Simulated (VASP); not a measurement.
CdTe, 2 atoms in the cell. The structure is cubic, space group F-43m (No. 216). The conventional cell has a = 6.560 Å, b = 6.560 Å, c = 6.560 Å, α = 90.00°, β = 90.00°, γ = 90.00°. Cd (site symmetry -43m) has 4 Te at 2.84 Å within 3.7 Å. Te (site symmetry -43m) has 4 Cd at 2.84 Å within 3.7 Å. 

| Quantity | Value |
| --- | --- |
| Program | VASP 6.6.1 |
| Task | single point |
| Functional | PBE |
| Potentials or basis | VASP PAW PBE potentials, release 64 (Cd, Te) |
| Cutoff | 520 eV |
| k mesh | 4 × 4 × 4 |
| Occupations | gaussian, width 0.001 eV |
| Spin | no spin polarisation |
| Dipole correction | no |
| Further INCAR settings | ALGO = Normal; EDIFF = 1e-07; NBANDS = 16 |

Potentials or basis: VASP PAW PBE potentials, release 64 (Cd, Te).

Command:

```console
$ cat potpaw_PBE.64/Cd/POTCAR potpaw_PBE.64/Te/POTCAR > POTCAR
$ mpirun -np 1 vasp_std > vasp.out
```

Hardware: 1 thread of Intel Xeon 6975P-C (shared host).

**Question.** How long does it take, and how much memory?

**Answer.** It took 13 s on 1 thread of Intel Xeon 6975P-C, with other jobs on the host, peak memory 0.2 GiB. Counts: scf iterations 15, k points 8.
